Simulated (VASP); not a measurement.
**GeSe: single point with PBEsol**

The system is GeSe.

```
CELL_PARAMETERS angstrom
10.71149 0.00000 0.00000
0.00000 3.85438 0.00000
0.00000 0.00000 4.26733
ATOMIC_POSITIONS crystal
Ge 0.38073 0.75000 0.60693
Ge 0.11927 0.25000 0.10693
Ge 0.88073 0.75000 0.89307
Ge 0.61927 0.25000 0.39307
Se 0.14422 0.75000 0.50620
Se 0.35578 0.25000 0.00620
Se 0.64422 0.75000 0.99380
Se 0.85578 0.25000 0.49380
```

```json
{
 "Program": "VASP 6.6.1",
 "Task": "single point",
 "Functional": "PBEsol",
 "Potentials or basis": "VASP PAW PBE potentials, release 64 (Ge_d, Se)",
 "Cutoff": "520 eV",
 "k mesh": "4 × 10 × 8",
 "Occupations": "gaussian, width 0.02 eV",
 "Spin": "no spin polarisation"
}
```

The pressure is 0.1 GPa, the largest force is 0.019 eV/Å and the band gap on the k mesh is 0.40 eV, indirect (least direct gap 0.72 eV).

Forces on the atoms (eV/Å):
```
Ge   0.015  0.000 -0.011
Ge  -0.015  0.000 -0.011
Ge   0.015  0.000  0.011
Ge  -0.015  0.000  0.011
Se  -0.008  0.000  0.010
Se   0.008  0.000  0.010
Se  -0.008  0.000 -0.010
Se   0.008  0.000 -0.010
```

Levels at points of the mesh, in eV from the valence-band top:
```tsv
k point	band 38	band 39	band 40	band 41	band 42	band 43
(0.00, 0.00, 0.00)	-1.27	-0.93	-0.36	0.40	2.63	2.63
(0.50, 0.00, 0.00)	-1.91	-0.55	-0.55	2.21	2.21	2.43
(0.00, 0.50, 0.00)	-1.38	-1.22	-1.22	0.95	0.95	1.11
(0.50, 0.50, 0.00)	-1.57	-1.57	-1.57	1.38	1.38	1.38
(0.00, 0.00, 0.50)	-1.08	-0.48	-0.48	1.06	1.06	1.66
(0.50, 0.00, 0.50)	-0.65	-0.62	-0.62	1.09	1.09	1.75
(0.00, 0.50, 0.50)	-2.53	-1.72	-1.72	2.74	2.74	3.26
(0.50, 0.50, 0.50)	-1.66	-1.66	-1.66	2.34	2.34	2.34
```

Wall time 9.9 min on 1 thread of Intel Xeon 6975P-C (shared host), peak memory 0.67 GiB.

Caveat: the PAW data sets were made with another functional, which shifts forces and pressure a little. A k mesh can miss the band edges.
